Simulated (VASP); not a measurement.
**C: single point with r2SCAN**

The system is C.

```
C
1.0
     2.44709    0.00000    0.00000
    -1.22355    2.11925    0.00000
     0.00000    0.00000    8.28032
C
8
Direct
  0.00000 0.00000 0.09293
  0.00000 0.00000 0.59293
  0.00000 0.00000 0.40707
  0.00000 0.00000 0.90707
  0.33333 0.66667 0.15550
  0.66667 0.33333 0.65550
  0.33333 0.66667 0.34450
  0.66667 0.33333 0.84450
```

This cell differs from its parent crystal: strain -0.025 along x and y, +0.000 along z.

* Program: VASP 6.6.1
* Task: single point
* Functional: r2SCAN
* Potentials or basis: VASP PAW PBE potentials, release 64 (C)
* Cutoff: 520 eV
* k mesh: 12 × 12 × 4
* Occupations: gaussian, width 0.05 eV
* Spin: no spin polarisation

| Quantity | Value |
| --- | --- |
| Pressure | 26.8 GPa |
| Largest force | 0.154 eV/Å |
| Band gap on the k mesh | 5.13 eV (least direct gap 5.18 eV) |

Forces in eV/Å, atoms in the order of the input:
```
C    0.000  0.000 -0.084
C    0.000  0.000 -0.084
C    0.000  0.000  0.084
C    0.000  0.000  0.084
C    0.000  0.000  0.154
C    0.000  0.000  0.154
C    0.000  0.000 -0.154
C    0.000  0.000 -0.154
```

Stress tensor (GPa, compression positive):
```
38.61  0.00  0.00
 0.00 38.61  0.00
 0.00  0.00  3.07
```

Levels at points of the mesh, in eV from the valence-band top:
| k point | band 14 | band 15 | band 16 | band 17 | band 18 | band 19 |
| --- | --- | --- | --- | --- | --- | --- |
| (0.00, 0.00, 0.00) | -0.28 | 0.00 | 0.00 | 5.18 | 5.96 | 5.96 |
| (0.50, 0.00, 0.00) | -5.35 | -4.15 | -3.43 | 5.35 | 5.65 | 6.70 |
| (0.00, 0.00, 0.50) | -0.66 | -0.66 | -0.66 | 6.75 | 6.75 | 6.75 |
| (0.50, 0.00, 0.50) | -5.27 | -4.13 | -4.13 | 5.68 | 5.68 | 7.22 |

Run time: 2.4 min on 1 thread of Intel(R) Xeon(R) Platinum 8375C CPU @ 2.90GHz (Ice Lake), on a shared host, peak memory 0.17 GiB.

Caveat: the cell differs from its parent crystal (strain -0.025 along x and y, +0.000 along z); the cell stands under pressure; the PAW data sets were made with another functional, which shifts forces and pressure a little. A k mesh can miss the band edges.
